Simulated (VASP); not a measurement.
Input of a VASP 6.6.1 run:

INCAR

```
SYSTEM = H2CO2
ALGO = Normal
EDIFF = 1E-7
ENCUT = 520
GGA = PE
ISIF = 2
ISMEAR = -1
IVDW = 12
LASPH = .True.
LCHARG = .False.
LREAL = Auto
LWAVE = .False.
NBANDS = 75
NELM = 100
PREC = Accurate
SIGMA = 0.05
```

Contents of KPOINTS:

```
k-points
0
Gamma
  1 1 1
  0 0 0
```

Contents of POSCAR:

```
H2CO2
1.0
    7.2304270000      0.0000000000      0.0000000000
    0.0000000000      7.2304270000      0.0000000000
    0.0000000000      0.0000000000      7.2304270000
O C H
12 6 12
Direct
    0.3597436223      0.2314662744      0.8774723816
    0.3376564067      0.3251536873      0.5817360441
    0.8023869130      0.2164602450      0.3232035950
    0.9799974469      0.4758501815      0.3259973443
    0.3639480766      0.8262167642      0.6681348142
    0.6329640006      0.7953057268      0.5210204045
    1.0664100474      0.4737064630      0.8252209724
    0.7769803913      0.4083161340      0.7249226083
    0.4510521993      0.6178473277      0.0408412947
    0.4842867510      0.3995752948      0.2582143489
    0.7684055174      0.8651356275      0.9882818816
    0.9939247018      0.9808549343      0.8019166780
    0.4229487415      0.2467350822      0.7087409914
    0.9535398117      0.3137297424      0.3634363503
    0.4722127753      0.8398259190      0.5168712719
    0.8827694409      0.4433348127      0.8491199759
    0.3985380117      0.5467588567      0.1820224449
    0.9322962530      0.9415903099      0.9537610988
    0.2439689938      0.3054591382      0.8866143037
    0.5588604933      0.1821469188      0.6891847466
    0.7049099590      0.3006599749      0.2735246480
    1.0564797902      0.2242606142      0.4334460468
    0.2386027824      0.8752595110      0.6505978139
   -0.5977240348      2.8954029963      1.3917020392
    1.0973349154      0.4644815583      0.6924072396
    0.8468102921      0.4570961023      0.9971748556
    0.4275542786      0.3679312439     -0.6175292275
    0.2732757000      0.5894396002      0.2598878324
    0.7039279976      0.8371704742      0.8713869872
    1.0060401689      0.9654339917      1.0854822267
```

Potentials or basis: VASP PAW PBE potentials, release 64 (O, C, H).

Launch:

```sh
$ cat potpaw_PBE.64/O/POTCAR potpaw_PBE.64/C/POTCAR potpaw_PBE.64/H/POTCAR > POTCAR
$ mpirun -np 1 vasp_gam > vasp.out
```

(1) What does it give for the band gap on the k mesh?

(2) What does it give for the largest force?

Results:

(1) 4.42 eV.

(2) 0.683 eV/Å.

Caveat: the k points lie up to 0.87 Å⁻¹ apart.
